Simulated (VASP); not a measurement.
Set up this calculation in VASP 6.6.1, as the native input.

- Task: single point
- Functional: r2SCAN
- Potentials or basis: VASP PAW PBE potentials, release 64 (K_sv, Zn, F)
- Cutoff: 520 eV
- k mesh: 6 × 6 × 6
- Occupations: gaussian, width 0.05 eV
- Spin: no spin polarisation
- Dipole correction: no
- Further INCAR settings: ALGO = Normal; EDIFF = 1e-07; NBANDS = 29

The system is KZnF3.

```
CELL_PARAMETERS angstrom
4.16414 0.00000 0.00000
0.00000 4.16414 0.00000
0.00000 0.00000 3.83101
ATOMIC_POSITIONS crystal
K 0.00000 0.00000 0.00000
Zn 0.50000 0.50000 0.50000
F 0.50000 0.50000 0.00000
F 0.00000 0.50000 0.50000
F 0.50000 0.00000 0.50000
```

This cell differs from its parent crystal: ratio of the length along z to the lengths across it x 0.92, volume and fractional coordinates fixed.

These files were run (other wordings do the same):

POSCAR

```
KZnF3
1.0
    4.1641440769      0.0000000000      0.0000000000
    0.0000000000      4.1641440769      0.0000000000
    0.0000000000      0.0000000000      3.8310125508
K Zn F
1 1 3
Direct
    0.0000000000      0.0000000000      0.0000000000
    0.5000000000      0.5000000000      0.5000000000
    0.5000000000      0.5000000000      0.0000000000
    0.0000000000      0.5000000000      0.5000000000
    0.5000000000      0.0000000000      0.5000000000
```

INCAR.step1

```
SYSTEM = KZnF3
PREC = Accurate
ENCUT = 520
ISMEAR = 0
SIGMA = 0.05
LREAL = .False.
LASPH = .True.
NELM = 100
NBANDS = 29
GGA = PE
ALGO = Normal
EDIFF = 1E-4
LWAVE = .True.
LCHARG = .False.
```

INCAR.step2

```
SYSTEM = KZnF3
PREC = Accurate
ENCUT = 520
EDIFF = 1E-7
ISMEAR = 0
SIGMA = 0.05
LREAL = .False.
LASPH = .True.
NELM = 100
ALGO = Normal
ISIF = 2
LWAVE = .False.
LCHARG = .False.
METAGGA = R2SCAN
LMIXTAU = .True.
NBANDS = 29
ISTART = 1
```

KPOINTS

```
regular mesh
0
Gamma
  6 6 6
  0 0 0
```

Potentials or basis: VASP PAW PBE potentials, release 64 (K_sv, Zn, F).

Command:

```sh
$ cat potpaw_PBE.64/K_sv/POTCAR potpaw_PBE.64/Zn/POTCAR potpaw_PBE.64/F/POTCAR > POTCAR
$ cp INCAR.step1 INCAR
$ mpirun -np 1 vasp_std > vasp.out
$ cp INCAR.step2 INCAR
$ mpirun -np 1 vasp_std > vasp.out
```

Results of the run:

```json
{"Pressure": "0.9 GPa", "Band gap on the k mesh": "4.36 eV (least direct gap 6.52 eV)"}
```

Caveat: the stress differs along the axes, from -2 to 7 GPa; the PAW data sets were made with another functional, which shifts forces and pressure a little.

Wall time 2.2 min on 1 thread of Intel(R) Xeon(R) Platinum 8488C (Sapphire Rapids), with other jobs on the host, peak memory 0.22 GiB.
